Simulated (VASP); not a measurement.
Crystal: GaSb.

```
Sb Ga
1.0
     0.00000    3.11900    3.11900
     3.11900    0.00000    3.11900
     3.11900    3.11900    0.00000
Sb Ga
1 1
Direct
  0.75000 0.75000 0.75000
  0.00000 0.00000 0.00000
```

Base run:

| Property | Result |
| --- | --- |
| Program | VASP 6.6.1 |
| Functional | b88 exchange, pbe correlation |
| Potentials or basis | VASP PAW PBE potentials, release 64 (Sb, Ga_d) |
| Cutoff | 500 eV |
| k mesh | 8 × 8 × 8 |
| Occupations | fermi-dirac, width 0.05 eV |
| Spin | no spin polarisation |

Its results: band gap on the k mesh zero (filled and empty bands touch); pressure -0.6 GPa.

The run is repeated on the same cell with these changes: functional from b88 exchange, pbe correlation to PBE-based screened hybrid with 25 % exact exchange; cutoff from 500 eV to 520 eV; k mesh from 8 × 8 × 8 to 4 × 4 × 4. What comes out?

Band gap on the k mesh 0.27 eV; pressure -2.2 GPa.

Several settings changed at once.

Caveats: some runs use coarse meshes; the PAW data sets were made with another functional, which shifts forces and pressure a little; spin-orbit coupling is left out, which moves the levels of the heavy elements; semilocal functionals underestimate gaps, so a narrow gap can read as zero (at least some runs).

